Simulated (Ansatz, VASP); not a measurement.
**SiC3 in VASP and in Ansatz**

File INCAR:

```
  PREC = Accurate
  ENCUT = 520
  EDIFF = 1E-6
  ISMEAR = 0
  SIGMA = 0.1
  LREAL = F
  LASPH = T
  NELM = 100
  ALGO = Normal
  ISIF = 2
  LWAVE = F
  LCHARG = F
  GGA = PE
  NBANDS = 16
```

Contents of KPOINTS:

```
Automatic mesh
0
Gamma
  6 6 2
```

Contents of POSCAR:

```
SiC3
1.0
    2.6962407100      0.0000000000      0.0000000000
   -1.3481203500      2.3350129500      0.0000000000
    0.0000000000      0.0000000000      8.5197689700
Si C
1 3
Direct
    0.3333333300      0.6666666700      0.0000000000
    0.3333333300      0.6666666700      0.5000000000
    0.6666666700      0.3333333300      0.2500000000
    0.6666666700      0.3333333300      0.7500000000
```

Input for Ansatz:

```yaml
crystal:
  lattice:
    - [2.69624071, 0.0, 0.0]
    - [-1.34812035, 2.33501295, 0.0]
    - [0.0, 0.0, 8.51976897]
  atoms:
    - { symbol: Si, position: [0.33333333, 0.66666667, 0.0] }
    - { symbol: C, position: [0.33333333, 0.66666667, 0.5] }
    - { symbol: C, position: [0.66666667, 0.33333333, 0.25] }
    - { symbol: C, position: [0.66666667, 0.33333333, 0.75] }
basis:
  ecutwfc: 420
kpoints:
  mp_grid: { grid: [6, 6, 2] }
hamiltonian:
  xc: pbe
scf:
  occupations: { method: gaussian, width: 0.1 }
  lower_state_search: "off"
output:
  forces: true
  stress: true
  eigenvalues: true
```

Alike in both runs: task single point; functional PBE; k mesh 6 × 6 × 2; occupations gaussian, width 0.1 eV; no spin polarisation.

|  | VASP | Ansatz |
| --- | --- | --- |
| version | VASP 6.6.1 | Ansatz 0.2.0 |
| potentials or method | VASP PAW PBE potentials, release 64 (Si, C), cutoff 520 eV | scalar-relativistic, plane waves, PAW |
| valence electrons in the cell | 16 | 16 |

```csv
,VASP,Ansatz,Ansatz less VASP
gap on the k mesh at the Fermi level (eV),none,none,-
pressure (GPa),-24.0,-24.0,-0.02
"traceless stress, the component that is largest in VASP (GPa)",-10.44,-10.45,-0.010
rms of the force components (eV/Å),0.046,0.046,+0.0002
```

Atom by atom the forces differ by 0.000 eV/Å (rms over components). A gap of «none» marks a metal or a gap that the smearing closes.

The k mesh is coarse, so the values compare programs but aren't converged.
